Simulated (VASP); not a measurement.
A run of VASP 6.6.1 is set up as follows.

INCAR

```
PREC     = Accurate       # precision mode
ENCUT    = 600            # plane-wave cutoff, eV
EDIFF    = 1E-6           # SCF threshold, eV
ISMEAR   = 0              # smearing method
SIGMA    = 0.1            # smearing width, eV
LREAL    = False          # projectors in reciprocal space
LASPH    = True           # aspherical terms in the spheres
NELM     = 60             # most SCF steps
ALGO     = Normal         # electronic algorithm
ISIF     = 3              # what is computed and relaxed
LWAVE    = False          # write WAVECAR
LCHARG   = False          # write CHGCAR
GGA      = PE             # functional
IBRION   = 2              # ionic algorithm
NSW      = 90             # ionic steps
EDIFFG   = -0.04          # ionic threshold
```

File KPOINTS:

```
Automatic mesh
0
Gamma
  6 6 6
```

Contents of POSCAR:

```
ZnS3
1.0
   -2.5578494758      2.5578494758      2.5578494758
    2.5578494758     -2.5578494758      2.5578494758
    2.5578494758      2.5578494758     -2.5578494758
Zn S
1 3
Direct
    0.0000000000      0.0000000000      0.0000000000
    0.0000000000      0.5000000000      0.5000000000
    0.5000000000      0.0000000000      0.5000000000
    0.5000000000      0.5000000000      0.0000000000
```

Potentials or basis: VASP PAW PBE potentials, release 64 (Zn, S).

Command:

```sh
$ cat potpaw_PBE.64/Zn/POTCAR potpaw_PBE.64/S/POTCAR > POTCAR
$ mpirun -np 1 vasp_std > vasp.out
```

(1) Estimate the relaxed volume.

(2) Predict the space group after relaxing (to 0.1 Å).

## Answers

(1) 16.61 Å³/atom.

(2) Im-3m (No. 229).
